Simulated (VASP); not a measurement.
Write the native input for VASP 6.6.1 that does the following.

| Property | Result |
| --- | --- |
| Task | relaxation of cell and atoms |
| Functional | PBE |
| Potentials or basis | VASP PAW PBE potentials, release 64 (Be, Zn, Se) |
| Cutoff | 600 eV |
| k mesh | 2 × 3 × 3 |
| Occupations | gaussian, width 0.1 eV |
| Spin | no spin polarisation |
| Dipole correction | no |
| Further INCAR settings | ALGO = Normal; EDIFF = 1e-06; IBRION = 2; EDIFFG = -0.025; NSW = 80; ISIF = 3 |

The structure of BeZn2Se3 lies in POSCAR:

```
BeZn2Se3
1.0
    0.1999687079      0.1746542664      6.4611813569
    6.6437653476      0.0356367144      0.2100914655
   -3.2910203738      5.9278620304      0.0538660869
Be Zn Se
2 4 6
Direct
    0.4960051702      0.6809901259      0.3103748180
    0.4829047746      0.2954860722      0.6701951113
   -0.0063514393      0.3511653066      0.3476829349
   -0.0092874354      1.0084570324      0.6905992936
    0.0271899888      0.6579380478     -0.0176251630
    0.5198164985      0.0716831572      0.0471847191
    0.3580537484      0.3397267982      0.3727428562
    0.3812512482     -0.0497943550      0.6229177631
    0.3736378560      0.6412994876     -0.0062657193
    0.8690672030      0.6699139516      0.2752246853
    0.8450681564      0.3400427062      0.6953748138
    0.9126432305     -0.0069083307     -0.0084061130
```

The input as run:

INCAR

```
SYSTEM = BeZn2Se3
  PREC = Accurate
  ENCUT = 600
  EDIFF = 1E-6
  ISMEAR = 0
  SIGMA = 0.1
  LREAL = .FALSE.
  LASPH = .TRUE.
  NELM = 60
  ALGO = Normal
  ISIF = 3
  LWAVE = .FALSE.
  LCHARG = .FALSE.
  GGA = PE
  IBRION = 2
  NSW = 80
  EDIFFG = -0.025
```

KPOINTS

```
regular mesh
0
G
  2 3 3
  0 0 0
```

Potentials or basis: VASP PAW PBE potentials, release 64 (Be, Zn, Se).

Launch:

```console
$ cat potpaw_PBE.64/Be/POTCAR potpaw_PBE.64/Zn/POTCAR potpaw_PBE.64/Se/POTCAR > POTCAR
$ mpirun -np 1 vasp_std > vasp.out
```

It gave:

The relaxed volume is 21.41 Å³/atom. The relaxed cell is a = 6.450 Å, b = 6.779 Å, c = 6.786 Å, α = 120.01°, β = 89.97°, γ = 90.00°, the space group after relaxing (to 0.1 Å) is P31m (No. 157) and the energy gained by relaxing is 229.2 meV/atom. The ionic steps are 20. The pressure after relaxing is -0.1 GPa and the largest force after relaxing is 0.020 eV/Å. The band gap on the k mesh is 1.85 eV.

Caveat: the k points lie up to 0.49 Å⁻¹ apart in the final cell.

It took 26 min on 1 thread of Intel(R) Xeon(R) 6975P-C (Granite Rapids) (shared host), peak memory 0.52 GiB.
